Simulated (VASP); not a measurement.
A run of VASP 6.6.1 is set up as follows.

INCAR

```
SYSTEM = Yb
PREC = Accurate
ENCUT = 520
EDIFF = 1E-7
ISMEAR = -1
SIGMA = 0.1
LREAL = .False.
LASPH = .True.
NELM = 80
ALGO = Normal
ISIF = 2
LWAVE = .False.
LCHARG = .False.
GGA = CA
NBANDS = 18
```

KPOINTS

```
Automatic mesh
0
Gamma
  18 18 18
  0 0 0
```

Contents of POSCAR:

```
Yb
1.0
    0.0000000000      2.4569516026      2.4569516026
    2.4569516026      0.0000000000      2.4569516026
    2.4569516026      2.4569516026      0.0000000000
Yb
1
Direct
    0.0000000000      0.0000000000      0.0000000000
```

Potentials or basis: VASP PAW PBE potentials, release 64 (Yb).

Command:

```console
$ cat potpaw_PBE.64/Yb/POTCAR > POTCAR
$ mpirun -np 1 vasp_std > vasp.out
```

**Question.** Estimate the pressure.

**Answer.** -0.4 GPa.

**Question.** Estimate the band gap on the k mesh.

**Answer.** Zero (bands 12 and 13 overlap by 0.32 eV).

Caveat: the PAW data sets were made with another functional, which shifts forces and pressure a little; spin-orbit coupling is left out, which moves the levels of the heavy elements. Spin polarisation is off, so any magnetic state and its effect on volume and gap are missing.
